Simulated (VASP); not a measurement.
# Y (P2_1/m) in VASP: single point with PBEsol

Aim: the single point of Y with PBEsol.

Everything below comes from runs of VASP 6.6.1. Logs are shortened: lines on timing, memory, paths and dates and some standing lists are left out, and cuts for length are marked.

**1. The cell of the first run**

Symmetry: P2_1/m, No. 11, monoclinic system. The conventional cell has a = 3.596 Å, b = 5.747 Å, c = 3.652 Å, α = 90.00°, β = 118.49°, γ = 90.00°. Y (site symmetry m) has 12 Y at 3.55 to 3.71 Å within 4.7 Å.

**2. Single point, PBEsol (strain +0.0350 x Voigt [0, 0, 0, 0, 0, 1])**

File INCAR:

```
PREC = Accurate ; ENCUT = 520
EDIFF = 1E-6 ; ISMEAR = 0
SIGMA = 0.15 ; LREAL = False
LASPH = True ; NELM = 80
ALGO = Fast ; ISIF = 2
LWAVE = False ; LCHARG = True
GGA = PS ; LELF = True
LVHAR = True ; NBANDS = 18
```

File KPOINTS:

```
regular mesh
0
Gamma
  18 18 8
```

File POSCAR:

```
Y
1.0
    3.6514992371      0.0639012366      0.0000000000
   -1.7704095242      3.1303404829      0.0000000000
    0.0000000000      0.0000000000      5.7474000000
Y
2
Direct
    0.3333333333      0.6666666667      0.2500000000
    0.6666666667      0.3333333333      0.7500000000
```

Potentials or basis: VASP PAW PBE potentials, release 64 (Y_sv).

Run with:

```
cat potpaw_PBE.64/Y_sv/POTCAR > POTCAR
mpirun -np 1 vasp_std > vasp.out
```

OUTCAR:

```text
PREC = Accurate
   ENCUT = 520
   EDIFF = 1E-6
   ISMEAR = 0
   LREAL = False
   LASPH = True
   NELM = 80
   ISIF = 2
   GGA = PS

 ion  position               nearest neighbor table
   1  0.333  0.667  0.250-   2 3.55   2 3.55   2 3.56   2 3.56   2 3.58   2 3.58
   2  0.667  0.333  0.750-   1 3.55   1 3.55   1 3.56   1 3.56   1 3.58   1 3.58

  Warning from LATTYP: Monoclinic adjustment (A1->A3, A2->A1, A3->A2)!
  LATTYP: Found a simple monoclinic cell.
 ALAT       =     3.5963010750
 B/A-ratio  =     1.5981420577
 C/A-ratio  =     1.0155040565
 COS(beta)  =    -0.4769806211

  Lattice vectors:

 A1 = (  -1.7704095242,   3.1303404829,   0.0000000000)
 A2 = (   0.0000000000,   0.0000000000,   5.7474000000)
 A3 = (   3.6514992371,   0.0639012366,   0.0000000000)

Analysis of symmetry for initial positions (statically):
=====================================================================
 Subroutine PRICEL returns:
 Original cell was already a primitive cell.

 Routine SETGRP: Setting up the symmetry group for a
 simple monoclinic supercell.

 Subroutine GETGRP returns: Found  4 space group operations
 (whereof  2 operations were pure point group operations)
 out of a pool of  4 trial point group operations.

The static configuration has the point symmetry S_2 .
 The point group associated with its full space group is C_2h.

Analysis of symmetry for dynamics (positions and initial velocities):
=====================================================================
 Subroutine PRICEL returns:
 Original cell was already a primitive cell.

 Routine SETGRP: Setting up the symmetry group for a
 simple monoclinic supercell.

 Subroutine GETGRP returns: Found  4 space group operations
 (whereof  2 operations were pure point group operations)
 out of a pool of  4 trial point group operations.

The dynamic configuration has the point symmetry S_2 .
 The point group associated with its full space group is C_2h.

 Subroutine INISYM returns: Found  4 space group operations
 (whereof  2 operations are pure point group operations),
 and found     1 'primitive' translations

----------------------------------------------------------------------------------------

                                     Primitive cell

  volume of cell :      66.3455

  direct lattice vectors                    reciprocal lattice vectors
     3.651499237  0.063901237  0.000000000     0.271176181  0.153367628  0.000000000
    -1.770409524  3.130340483  0.000000000    -0.005535658  0.316323296  0.000000000
     0.000000000  0.000000000  5.747400000     0.000000000  0.000000000  0.173991718

  length of vectors
     3.652058330  3.596301075  5.747400000     0.311541571  0.316371729  0.173991718

  position of ions in fractional coordinates (direct lattice)
     0.333333333  0.666666667  0.250000000
     0.666666667  0.333333333  0.750000000

  ion indices of the primitive-cell ions
   primitive index   ion index
                 1           1
                 2           2

----------------------------------------------------------------------------------------

 KPOINTS: regular mesh

Automatic generation of k-mesh.
 Grid dimensions read from file:
 generate k-points for:   18   18    8

 Generating k-lattice:

  Cartesian coordinates                     Fractional coordinates (reciprocal lattice)
     0.015065343  0.008520424  0.000000000     0.055555556  0.000000000  0.000000000
    -0.000307537  0.017573516  0.000000000     0.000000000  0.055555556  0.000000000
     0.000000000  0.000000000  0.021748965     0.000000000  0.000000000  0.125000000

  Length of vectors
     0.017307865  0.017576207  0.021748965

  Shift w.r.t. Gamma in fractional coordinates (k-lattice)
     0.000000000  0.000000000  0.000000000

 Subroutine IBZKPT returns following result:
 ===========================================

 Found    820 irreducible k-points:

 Following reciprocal coordinates:
            Coordinates               Weight
  0.000000  0.000000  0.000000      1.000000
  0.055556  0.000000  0.000000      2.000000
  0.111111  0.000000  0.000000      2.000000
  0.166667  0.000000  0.000000      2.000000
  0.222222  0.000000  0.000000      2.000000
  0.277778  0.000000  0.000000      2.000000
[... 16 lines left out ...]
 -0.333333  0.055556  0.000000      2.000000
 -0.277778  0.055556  0.000000      2.000000
 [... further k-points ...]
   k-points           NKPTS =    820   k-points in BZ     NKDIM =    820   number of bands    NBANDS=     18
   number of dos      NEDOS =    301   number of ions     NIONS =      2
   total plane-waves  NPLWV =  37632
   dimension x,y,z NGX =    28 NGY =   28 NGZ =   48
   dimension x,y,z NGXF=    56 NGYF=   56 NGZF=   96
   ions per type =               2
   NGX,Y,Z   is equivalent  to a cutoff of  12.75, 12.94, 13.88 a.u.
   NGXF,Y,Z  is equivalent  to a cutoff of  25.49, 25.89, 27.77 a.u.
 SYSTEM =  unknown system
   PREC   = accura    normal or accurate (medium, high low for compatibility)
   ISTART =      0    job   : 0-new  1-cont  2-samecut
   ICHARG =      2    charge: 1-file 2-atom 10-const
   ISPIN  =      1    spin polarized calculation?
   LNONCOLLINEAR =      F non collinear calculations
   LSORBIT =      F    spin-orbit coupling
   LASPH  =      T    aspherical Exc in radial PAW
   ENCUT  =  520.0 eV  38.22 Ry    6.18 a.u.   6.79  6.69 10.69*2*pi/ulx,y,z
   NELM   =     80;   NELMIN=  2; NELMDL= -5     # of ELM steps
   EDIFF  = 0.1E-05   stopping-criterion for ELM
   LREAL  =      F    real-space projection
   EDIFFG = 0.1E-04   stopping-criterion for IOM
   NSW    =      0    number of steps for IOM
   IBRION =     -1    ionic relax: 0-MD 1-quasi-New 2-CG
   NFREE  =      0    steps in history (QN), initial steepest desc. (CG)
   ISIF   =      2    stress and relaxation
   ISYM   =      2    0-nonsym 1-usesym 2-fastsym
   POTIM  = 0.5000    time-step for ionic-motion
   TEBEG  =    0.0;   TEEND  =   0.0 temperature during run
   PSTRESS=    0.0 pullay stress
   NELECT =      22.0000    total number of electrons
   NUPDOWN=      -1.0000    fix difference up-down
   EMIN   =  10.00;   EMAX   =-10.00  energy-range for DOS
   EFERMI =   0.00;   METHOD = LEGACY
   ISMEAR =     0;   SIGMA  =   0.15  broadening in eV -4-tet -1-fermi 0-gaus
   EFERMI_NEDOS =   21; number of points for ismear=-14 and -15
   IALGO  =     68    algorithm
   IMIX   =      4    mixing-type and parameters
     AMIX     =   0.40;   BMIX     =  1.00
     AMIX_MAG =   1.60;   BMIX_MAG =  1.00
  volume/ion in A,a.u.               =      33.17       223.86
  Fermi-wavevector in a.u.,A,eV,Ry     =   1.133127  2.141299 17.469564  1.283977
  Thomas-Fermi vector in A             =   2.269829
   LORBIT       =      0    0 simple, 1 ext, 2 COOP (PROOUT), +10 PAW based schemes
   GGA     = PS    functional components
   LHFCALC =     F    Hartree Fock is set to
   AEXX    =    0.0000 exact exchange contribution
   IVDW    =     0    specifies the selected vdW correction
   LEPSILON=     F    determine dielectric tensor
   LRPA    =     F    only Hartree local field effects (RPA)
 non-spin polarized calculation
 RMM-DIIS sequential band-by-band and
 Gauss-broadening in eV      SIGMA  =   0.15
  energy-cutoff  :      520.00
  volume of cell :       66.35
 maximum number of plane-waves:      1807
   NGX = 13   NGY = 13   NGZ = 21

 number of electron      22.0000001 magnetization

 Free energy of the ion-electron system (eV)
  ---------------------------------------------------
  ext. energy  EPLUGINS =         0.00000000
  ---------------------------------------------------
  free energy    TOTEN  =       -13.62298997 eV

  energy without entropy =      -13.57760589  energy(sigma->0) =      -13.60029793

 E-fermi :   2.8377     XC(G=0):  -9.4947

 val. band max:        2.8376152928   @ k =  -0.2222   0.0556   0.2500
 cond. band min:       2.8394019080   @ k =   0.1667   0.0556   0.2500
 fundamental gap:      0.0017866152
 Fermi energy:         2.8376756901

 k-point     1 :       0.0000    0.0000    0.0000
  band No.  band energies     occupation
      1     -39.7858      2.00000
      2     -39.7158      2.00000
      3     -20.0701      2.00000
      4     -19.6135      2.00000
      5     -19.5987      2.00000
      6     -19.5281      2.00000
[... 10 lines left out ...]
     17       5.5485      0.00000
     18       5.6696      0.00000

 k-point     2 :       0.0556    0.0000    0.0000
  band No.  band energies     occupation
      1     -39.7844      2.00000
      2     -39.7153      2.00000
      3     -20.0649      2.00000
      4     -19.6237      2.00000
      5     -19.6024      2.00000
      6     -19.5388      2.00000
[... 10 lines left out ...]
     17       5.4534      0.00000
     18       5.6091      0.00000

 k-point     3 :       0.1111    0.0000    0.0000
  band No.  band energies     occupation
      1     -39.7804      2.00000
      2     -39.7140      2.00000
      3     -20.0499      2.00000
      4     -19.6536      2.00000
      5     -19.6121      2.00000
      6     -19.5701      2.00000
[... 10 lines left out ...]
     17       5.4562      0.00000
     18       5.5682      0.00000

 k-point     4 :       0.1667    0.0000    0.0000
  band No.  band energies     occupation
      1     -39.7741      2.00000
      2     -39.7120      2.00000
      3     -20.0258      2.00000
      4     -19.6999      2.00000
      5     -19.6262      2.00000
      6     -19.6175      2.00000
[... 375 lines left out ...]
      4     -19.8952      2.00000
      5     -19.8165      2.00000
      6     -19.6853      2.00000
[... 10 lines left out ...]
     17       6.9873      0.00000
     18       7.4110      0.00000

 k-point    23 :      -0.3333    0.0556    0.0000
  band No.  band energies     occupation
      1     -39.7515      2.00000
      2     -39.7068      2.00000
      3     -19.9337      2.00000
      4     -19.8484      2.00000
      5     -19.7718      2.00000
      6     -19.6682      2.00000
[... 10 lines left out ...]
     17       6.4428      0.00000
     18       6.9059      0.00000

 k-point    24 :      -0.2778    0.0556    0.0000
  band No.  band energies     occupation
      1     -39.7604      2.00000
      2     -39.7083      2.00000
      3     -19.9719      2.00000
      4     -19.7896      2.00000
      5     -19.7196      2.00000
      6     -19.6480      2.00000
[... 10 lines left out ...]
     17       5.9185      0.00000
     18       6.4325      0.00000

 [... further k-points ...]
[... 5 lines left out ...]
  --------------------------------------------------------------------------------------
  -------------------------------------------------------------------------------------
  Total       -0.8748769     -0.8595096     -1.1606631     -0.4058513      0.0000000      0.0000000
  in kB      -21.1274005    -20.7562962    -28.0288507     -9.8009021      0.0000000      0.0000000
  external PRESSURE =     -23.3041825 kB  Pullay stress =       0.0000000 kB

 VOLUME and BASIS-vectors are now :
 -----------------------------------------------------------------------------
  energy-cutoff  :      520.00
  volume of cell :       66.35
      direct lattice vectors                 reciprocal lattice vectors
     3.651499237  0.063901237  0.000000000     0.271176181  0.153367628  0.000000000
    -1.770409524  3.130340483  0.000000000    -0.005535658  0.316323296  0.000000000
     0.000000000  0.000000000  5.747400000     0.000000000  0.000000000  0.173991718

 POSITION                                       TOTAL-FORCE (eV/Angst)
 -----------------------------------------------------------------------------------
      0.03689      2.10819      1.43685        -0.043755      0.000745     -0.000000
      1.84420      1.08605      4.31055         0.043755     -0.000745      0.000000
 -----------------------------------------------------------------------------------
    total drift:                                0.000000     -0.000000     -0.000000

  FREE ENERGIE OF THE ION-ELECTRON SYSTEM (eV)
  ---------------------------------------------------
  free  energy   TOTEN  =       -13.6229899728 eV

  energy  without entropy=      -13.5776058864  energy(sigma->0) =      -13.60029793
```

Run time: 37 min. Hardware: 1 thread of Intel Xeon 8259CL, shared host; peak memory 0.93 GiB.

What came out:

```yaml
Free_energy: -13.6230 eV
Pressure: -2.3 GPa
Largest_force: 0.044 eV/Å
Band_gap_on_the_k_mesh: zero (bands 11 and 12 overlap by 1.40 eV)
```

Forces on the atoms (eV/Å):
```
Y   -0.044  0.001  0.000
Y    0.044 -0.001  0.000
```

Levels at points of the mesh, in eV from the Fermi level:
| k point | band 8 | band 9 | band 10 | band 11 | band 12 | band 13 | band 14 | band 15 |
| --- | --- | --- | --- | --- | --- | --- | --- | --- |
| (0.00, 0.00, 0.00) | -22.33 | -4.69 | -1.86 | 0.85 | 1.51 | 1.97 | 2.00 | 2.12 |
| (0.50, 0.00, 0.00) | -22.40 | -1.73 | -1.18 | -0.80 | -0.18 | 1.31 | 1.64 | 1.91 |
| (0.00, 0.50, 0.00) | -22.41 | -1.67 | -1.17 | -0.81 | -0.10 | 1.30 | 1.54 | 2.02 |
| (0.50, 0.50, 0.00) | -22.43 | -1.63 | -1.17 | -0.81 | -0.02 | 1.29 | 1.43 | 2.13 |
| (0.00, 0.00, 0.50) | -22.39 | -3.27 | -3.27 | 0.93 | 0.93 | 1.46 | 1.46 | 1.86 |
| (0.50, 0.00, 0.50) | -22.47 | -1.68 | -1.68 | 0.04 | 0.04 | 1.27 | 1.27 | 2.89 |
| (0.00, 0.50, 0.50) | -22.47 | -1.64 | -1.64 | 0.06 | 0.06 | 1.36 | 1.36 | 2.75 |
| (0.50, 0.50, 0.50) | -22.47 | -1.61 | -1.61 | 0.08 | 0.08 | 1.45 | 1.45 | 2.61 |

Caveat: the cell differs from its parent crystal (strain +0.0350 x Voigt [0, 0, 0, 0, 0, 1]); the PAW data sets were made with another functional, which shifts forces and pressure a little.
